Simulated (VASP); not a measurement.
Rh:

```
CELL_PARAMETERS angstrom
2.63680 0.00000 0.00000
-1.31840 2.28353 0.00000
0.00000 0.00000 8.61847
ATOMIC_POSITIONS crystal
Rh 0.66667 0.33333 0.75000
Rh 0.00000 0.00000 0.50000
Rh 0.33333 0.66667 0.25000
Rh 0.00000 0.00000 0.00000
```

Base run:

* Program: VASP 6.6.1
* Functional: r2SCAN
* Potentials or basis: VASP PAW PBE potentials, release 64 (Rh_sv_GW)
* Cutoff: 580 eV
* k mesh: 11 × 11 × 3
* Occupations: fermi-dirac, width 0.05 eV
* Spin: no spin polarisation

Its results: band gap on the k mesh zero (band 34 reaches 12.45 eV, above the bottom of band 35 at 10.56 eV); pressure 17.0 GPa.

Q: The run is repeated on the same cell with these changes: functional from r2SCAN to LDA; potentials or basis from VASP PAW PBE potentials, release 64 (Rh_sv_GW) to VASP PAW LDA potentials, release 64 (Rh_sv_GW); cutoff from 580 eV to 530 eV. What comes out?

A: Band gap on the k mesh zero (band 34 reaches 12.36 eV, above the bottom of band 35 at 10.54 eV); pressure 5.1 GPa.

Caveats: the PAW data sets were made with another functional, which shifts forces and pressure a little (some runs).
